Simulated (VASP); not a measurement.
Input of a VASP 6.6.1 run:

File INCAR:

```
SYSTEM = NbSb3
PREC     = Accurate       ! precision mode
ENCUT    = 520            ! plane-wave cutoff, eV
EDIFF    = 1E-6           ! SCF threshold, eV
ISMEAR   = -1             ! smearing method
SIGMA    = 0.1            ! smearing width, eV
LREAL    = .FALSE.        ! projectors in reciprocal space
LASPH    = .TRUE.         ! aspherical terms in the spheres
NELM     = 60             ! most SCF steps
ALGO     = Normal         ! electronic algorithm
ISIF     = 2              ! what is computed and relaxed
LWAVE    = .FALSE.        ! write WAVECAR
LCHARG   = .FALSE.        ! write CHGCAR
GGA      = PE             ! functional
NBANDS   = 22             ! bands
```

File KPOINTS:

```
Automatic mesh
0
G
  8 8 8
  0 0 0
```

The input POSCAR:

```
NbSb3
1.0
    0.0000000000      4.3499740000      0.0000000000
    4.3499740000      0.0000000000      0.0000000000
    2.1749870000      2.1749870000     -4.9915750000
Sb Nb
3 1
Direct
    0.5000000000      0.5000000000      0.0000000000
    0.7500000000      0.2500000000      0.5000000000
    0.2500000000      0.7500000000      0.5000000000
    0.0000000000      0.0000000000      0.0000000000
```

Potentials or basis: VASP PAW PBE potentials, release 64 (Sb, Nb_sv).

Command:

```sh
$ cat potpaw_PBE.64/Sb/POTCAR potpaw_PBE.64/Nb_sv/POTCAR > POTCAR
$ mpirun -np 1 vasp_std > vasp.out
```

Q: Predict the band gap on the k mesh.

A: Zero (band 14 reaches 10.43 eV, above the bottom of band 15 at 9.22 eV).

Q: What does it give for the pressure?

A: 0.9 GPa.

Stress tensor (GPa, compression positive):
```
 1.87  0.00  0.00
 0.00  1.87  0.00
 0.00  0.00 -1.18
```

Caveat: spin-orbit coupling is left out, which moves the levels of the heavy elements.
